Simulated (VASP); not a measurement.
# MoS2 (R3m) in VASP: further runs

Runs on MoS2. Level: PBE+D3(BJ). Tasks: single point.

Everything below comes from runs of VASP 6.6.1. Logs are shortened: lines on timing, memory, paths and dates and some standing lists are left out, and cuts for length are marked.

## 1. The cell of the first run

It takes space group R3m (No. 160, trigonal). The conventional cell has a = 3.074 Å, b = 3.074 Å, c = 16.698 Å, α = 90.00°, β = 90.00°, γ = 120.00°. Within 3.1 Å of Mo (site symmetry 3m) lie 6 S at 2.29 Å and 6 Mo at 3.07 Å. S (site symmetry 3m) has 3 Mo at 2.29 Å and 10 S at 2.90 to 3.20 Å within 3.3 Å. Within 3.3 Å of S (site symmetry 3m) lie 3 Mo at 2.29 Å and 10 S at 2.90 to 3.20 Å.

## 2. Single point, PBE+D3(BJ)

The input, INCAR:

```
PREC = Accurate ; ENCUT = 520
EDIFF = 1E-6 ; ISMEAR = 0
SIGMA = 0.05 ; LREAL = F
LASPH = T ; NELM = 80
ALGO = Normal ; ISIF = 2
LWAVE = F ; LCHARG = F
GGA = PE ; IVDW = 12
NBANDS = 20
```

The input, KPOINTS:

```
regular mesh
0
Gamma
  12 12 12
```

The input, POSCAR:

```
MoS2
1.0
    1.5371500000      0.8874739663      5.5660333333
   -1.5371500000      0.8874739663      5.5660333333
    0.0000000000     -1.7749479326      5.5660333333
Mo S
1 2
Direct
    0.0000172156      0.0000172156      0.0000172156
    0.7535368444      0.7535368444      0.7535368444
    0.5797459400      0.5797459400      0.5797459400
```

Potentials or basis: VASP PAW PBE potentials, release 64 (Mo_sv, S).

Run with:

```bash
$ cat potpaw_PBE.64/Mo_sv/POTCAR potpaw_PBE.64/S/POTCAR > POTCAR
$ mpirun -np 1 vasp_std > vasp.out
```

OUTCAR:

```text
PREC = Accurate
   ENCUT = 520
   EDIFF = 1E-6
   ISMEAR = 0
   LREAL = F
   LASPH = T
   NELM = 80
   ISIF = 2
   GGA = PE
   IVDW = 12
 IVDW          = 12

 ion  position               nearest neighbor table
   1  0.000  0.000  0.000-   2 2.29   2 2.29   2 2.29   3 2.29   3 2.29   3 2.29
   2  0.754  0.754  0.754-   1 2.29   1 2.29   1 2.29
   3  0.580  0.580  0.580-   1 2.29   1 2.29   1 2.29

  LATTYP: Found a trigonal (rhomboedric) cell.
 ALAT       =     5.8421885651
 COS(alpha) =     0.8615441361

  Lattice vectors:

 A1 = (   1.5371500000,   0.8874739663,   5.5660333333)
 A2 = (  -1.5371500000,   0.8874739663,   5.5660333333)
 A3 = (   0.0000000000,  -1.7749479326,   5.5660333333)

Analysis of symmetry for initial positions (statically):
=====================================================================
 Subroutine PRICEL returns:
 Original cell was already a primitive cell.

 Routine SETGRP: Setting up the symmetry group for a
 trigonal (rhombohedral) supercell.

 Subroutine GETGRP returns: Found  6 space group operations
 (whereof  6 operations were pure point group operations)
 out of a pool of 12 trial point group operations.

The static configuration has the point symmetry C_3v.

Analysis of symmetry for dynamics (positions and initial velocities):
=====================================================================
 Subroutine PRICEL returns:
 Original cell was already a primitive cell.

 Routine SETGRP: Setting up the symmetry group for a
 trigonal (rhombohedral) supercell.

 Subroutine GETGRP returns: Found  6 space group operations
 (whereof  6 operations were pure point group operations)
 out of a pool of 12 trial point group operations.

The dynamic configuration has the point symmetry C_3v.

 Subroutine INISYM returns: Found  6 space group operations
 (whereof  6 operations are pure point group operations),
 and found     1 'primitive' translations

----------------------------------------------------------------------------------------

                                     Primitive cell

  volume of cell :      45.5584

  direct lattice vectors                    reciprocal lattice vectors
     1.537150000  0.887473966  5.566033333     0.325277299  0.187798936  0.059887053
    -1.537150000  0.887473966  5.566033333    -0.325277299  0.187798936  0.059887053
     0.000000000 -1.774947933  5.566033333     0.000000000 -0.375597872  0.059887053

  length of vectors
     5.842188565  5.842188565  5.842188565     0.380342242  0.380342242  0.380342242

  position of ions in fractional coordinates (direct lattice)
     0.000017216  0.000017216  0.000017216
     0.753536844  0.753536844  0.753536844
     0.579745940  0.579745940  0.579745940

  ion indices of the primitive-cell ions
   primitive index   ion index
                 1           1
                 2           2
                 3           3

----------------------------------------------------------------------------------------

 KPOINTS: regular mesh

Automatic generation of k-mesh.
 Grid dimensions read from file:
 generate k-points for:   12   12   12

 Generating k-lattice:

  Cartesian coordinates                     Fractional coordinates (reciprocal lattice)
     0.027106442  0.015649911  0.004990588     0.083333333 -0.000000000 -0.000000000
    -0.027106442  0.015649911  0.004990588    -0.000000000  0.083333333 -0.000000000
     0.000000000 -0.031299823  0.004990588    -0.000000000 -0.000000000  0.083333333

  Length of vectors
     0.031695187  0.031695187  0.031695187

  Shift w.r.t. Gamma in fractional coordinates (k-lattice)
     0.000000000  0.000000000  0.000000000

 Subroutine IBZKPT returns following result:
 ===========================================

 Found    189 irreducible k-points:

 Following reciprocal coordinates:
            Coordinates               Weight
  0.000000  0.000000  0.000000      1.000000
  0.083333 -0.000000  0.000000      6.000000
  0.166667 -0.000000  0.000000      6.000000
  0.250000 -0.000000  0.000000      6.000000
  0.333333 -0.000000  0.000000      6.000000
  0.416667 -0.000000  0.000000      6.000000
[... 16 lines left out ...]
  0.500000  0.166667  0.000000     12.000000
 -0.416667  0.166667 -0.000000     12.000000
 [... further k-points ...]
   k-points           NKPTS =    189   k-points in BZ     NKDIM =    189   number of bands    NBANDS=     20
   number of dos      NEDOS =    301   number of ions     NIONS =      3
   total plane-waves  NPLWV = 110592
   dimension x,y,z NGX =    48 NGY =   48 NGZ =   48
   dimension x,y,z NGXF=    96 NGYF=   96 NGZF=   96
   ions per type =               1   2
   NGX,Y,Z   is equivalent  to a cutoff of  13.66, 13.66, 13.66 a.u.
   NGXF,Y,Z  is equivalent  to a cutoff of  27.32, 27.32, 27.32 a.u.
 SYSTEM =  unknown system
   PREC   = accura    normal or accurate (medium, high low for compatibility)
   ISTART =      0    job   : 0-new  1-cont  2-samecut
   ICHARG =      2    charge: 1-file 2-atom 10-const
   ISPIN  =      1    spin polarized calculation?
   LNONCOLLINEAR =      F non collinear calculations
   LSORBIT =      F    spin-orbit coupling
   LASPH  =      T    aspherical Exc in radial PAW
   ENCUT  =  520.0 eV  38.22 Ry    6.18 a.u.  10.86 10.86 10.86*2*pi/ulx,y,z
   NELM   =     80;   NELMIN=  2; NELMDL= -5     # of ELM steps
   EDIFF  = 0.1E-05   stopping-criterion for ELM
   LREAL  =      F    real-space projection
   EDIFFG = 0.1E-04   stopping-criterion for IOM
   NSW    =      0    number of steps for IOM
   IBRION =     -1    ionic relax: 0-MD 1-quasi-New 2-CG
   NFREE  =      0    steps in history (QN), initial steepest desc. (CG)
   ISIF   =      2    stress and relaxation
   ISYM   =      2    0-nonsym 1-usesym 2-fastsym
   POTIM  = 0.5000    time-step for ionic-motion
   TEBEG  =    0.0;   TEEND  =   0.0 temperature during run
   PSTRESS=    0.0 pullay stress
   NELECT =      26.0000    total number of electrons
   NUPDOWN=      -1.0000    fix difference up-down
   EMIN   =  10.00;   EMAX   =-10.00  energy-range for DOS
   EFERMI =   0.00;   METHOD = LEGACY
   ISMEAR =     0;   SIGMA  =   0.05  broadening in eV -4-tet -1-fermi 0-gaus
   EFERMI_NEDOS =   21; number of points for ismear=-14 and -15
   IALGO  =     38    algorithm
   IMIX   =      4    mixing-type and parameters
     AMIX     =   0.40;   BMIX     =  1.00
     AMIX_MAG =   1.60;   BMIX_MAG =  1.00
  volume/ion in A,a.u.               =      15.19       102.48
  Fermi-wavevector in a.u.,A,eV,Ry     =   1.357927  2.566109 25.088663  1.843965
  Thomas-Fermi vector in A             =   2.484803
   LORBIT       =      0    0 simple, 1 ext, 2 COOP (PROOUT), +10 PAW based schemes
   GGA     = PE    functional components
   LHFCALC =     F    Hartree Fock is set to
   AEXX    =    0.0000 exact exchange contribution
   IVDW    =    12    specifies the selected vdW correction
   LEPSILON=     F    determine dielectric tensor
   LRPA    =     F    only Hartree local field effects (RPA)
 non-spin polarized calculation
 Gauss-broadening in eV      SIGMA  =   0.05
  energy-cutoff  :      520.00
  volume of cell :       45.56
 maximum number of plane-waves:      1238
 NGX is ok and might be reduce to    48
   NGX = 21   NGY = 21   NGZ = 21

 number of electron      26.0000000 magnetization

 Free energy of the ion-electron system (eV)
  ---------------------------------------------------
  ext. energy  EPLUGINS =         0.00000000
  ---------------------------------------------------
  free energy    TOTEN  =       -21.07559151 eV

  energy without entropy =      -21.07558670  energy(sigma->0) =      -21.07558911

 E-fermi :  10.5305     XC(G=0): -11.6965

 val. band max:       10.4558386048   @ k =   0.5000   0.5000   0.5000
 cond. band min:      10.6418223085   @ k =  -0.1667   0.5000   0.1667
 fundamental gap:      0.1859837037
 Fermi energy:        10.5305119242

 k-point     1 :       0.0000    0.0000    0.0000
  band No.  band energies     occupation
      1     -51.6879      2.00000
      2     -25.9712      2.00000
      3     -25.6458      2.00000
      4     -25.6458      2.00000
      5      -6.2198      2.00000
      6      -3.6588      2.00000
[... 12 lines left out ...]
     19      17.9938      0.00000
     20      20.0818      0.00000

 k-point     2 :       0.0833   -0.0000    0.0000
  band No.  band energies     occupation
      1     -51.6837      2.00000
      2     -25.9629      2.00000
      3     -25.6862      2.00000
      4     -25.6546      2.00000
      5      -6.0920      2.00000
      6      -3.6451      2.00000
[... 12 lines left out ...]
     19      18.4364      0.00000
     20      19.6424      0.00000

 k-point     3 :       0.1667   -0.0000    0.0000
  band No.  band energies     occupation
      1     -51.6720      2.00000
      2     -25.9401      2.00000
      3     -25.7955      2.00000
      4     -25.6788      2.00000
      5      -5.7283      2.00000
      6      -3.6045      2.00000
[... 12 lines left out ...]
     19      18.6045      0.00000
     20      19.5883      0.00000

 k-point     4 :       0.2500   -0.0000    0.0000
  band No.  band energies     occupation
      1     -51.6561      2.00000
      2     -25.9419      2.00000
      3     -25.9088      2.00000
      4     -25.7117      2.00000
      5      -5.1872      2.00000
      6      -3.5416      2.00000
[... 429 lines left out ...]
 k-point    23 :       0.5000    0.1667    0.0000
  band No.  band energies     occupation
      1     -51.6241      2.00000
      2     -26.1544      2.00000
      3     -25.8523      2.00000
      4     -25.8458      2.00000
      5      -3.8222      2.00000
      6      -3.3937      2.00000
[... 12 lines left out ...]
     19      18.0613      0.00000
     20      19.0518      0.00000

 k-point    24 :      -0.4167    0.1667   -0.0000
  band No.  band energies     occupation
      1     -51.6204      2.00000
      2     -26.1793      2.00000
      3     -25.8677      2.00000
      4     -25.8384      2.00000
      5      -3.6408      2.00000
      6      -3.3559      2.00000
[... 12 lines left out ...]
     19      18.1713      0.00000
     20      19.1189      0.00000

 [... further k-points ...]

------------------------ aborting loop because EDIFF is reached ----------------------------------------

 Edisp (eV)   -1.50411

 E8    (eV) :    -0.6069

  FORCE on cell =-STRESS in cart. coord.  units (eV):
  Direction    XX          YY          ZZ          XY          YZ          ZX
  --------------------------------------------------------------------------------------
  -------------------------------------------------------------------------------------
  Total       6.26702     6.26702     9.92845    -0.00000     0.00000     0.00000
  in kB     220.39534   220.39534   349.15884    -0.00000     0.00000     0.00000
  external pressure =      263.32 kB  Pullay stress =        0.00 kB

 VOLUME and BASIS-vectors are now :
 -----------------------------------------------------------------------------
  energy-cutoff  :      520.00
  volume of cell :       45.56
      direct lattice vectors                 reciprocal lattice vectors
     1.537150000  0.887473966  5.566033333     0.325277299  0.187798936  0.059887053
    -1.537150000  0.887473966  5.566033333    -0.325277299  0.187798936  0.059887053
     0.000000000 -1.774947933  5.566033333     0.000000000 -0.375597872  0.059887053

 POSITION                                       TOTAL-FORCE (eV/Angst)
 -----------------------------------------------------------------------------------
      0.00000      0.00000      0.00029         0.000000     -0.000000      0.003155
      0.00000      0.00000     12.58263         0.000000      0.000000      3.045567
      0.00000      0.00000      9.68066         0.000000      0.000000     -3.048722
 -----------------------------------------------------------------------------------
    total drift:                               -0.000000     -0.000000     -0.000014

  FREE ENERGIE OF THE ION-ELECTRON SYSTEM (eV)
  ---------------------------------------------------
  free  energy   TOTEN  =       -22.5797049790 eV

  energy  without entropy=      -22.5797001692  energy(sigma->0) =      -22.57970257
```

Run time: 16 min. Hardware: 1 thread of Intel Xeon 8259CL, shared host; peak memory 0.42 GiB.

What came out:

* Free energy: -22.5797 eV
* Pressure: 26.3 GPa
* Largest force: 3.049 eV/Å
* Band gap on the k mesh: 0.19 eV (least direct gap 1.68 eV)
* Dispersion energy per atom: -0.501 eV

Forces on the atoms (eV/Å):
```
Mo   0.000  0.000  0.003
S    0.000  0.000  3.046
S    0.000  0.000 -3.049
```

Stress tensor (GPa, compression positive):
```
22.04  0.00  0.00
 0.00 22.04  0.00
 0.00  0.00 34.92
```

Levels at points of the mesh, in eV from the valence-band top:
| k point | band 9 | band 10 | band 11 | band 12 | band 13 | band 14 | band 15 | band 16 | band 17 | band 18 |
| --- | --- | --- | --- | --- | --- | --- | --- | --- | --- | --- |
| (0.00, 0.00, 0.00) | -4.80 | -3.45 | -3.45 | -1.89 | -1.10 | 1.47 | 1.47 | 2.34 | 2.34 | 5.03 |
| (0.50, 0.00, 0.00) | -6.23 | -5.37 | -2.84 | -2.44 | -2.32 | 1.10 | 1.62 | 3.18 | 3.29 | 5.00 |
| (0.50, 0.50, 0.00) | -5.89 | -5.21 | -3.81 | -2.84 | -2.09 | 0.98 | 1.79 | 2.65 | 4.15 | 5.71 |
| (0.50, 0.50, 0.50) | -4.83 | -4.57 | -3.39 | -3.39 | 0.00 | 1.68 | 1.68 | 2.02 | 2.02 | 4.90 |

Caveat: the cell stands under pressure; forces of over 1 eV/Å act on the atoms, so gaps and moduli don't describe the material at rest. A k mesh can miss the band edges.

(Continued in part 2 of 2.)
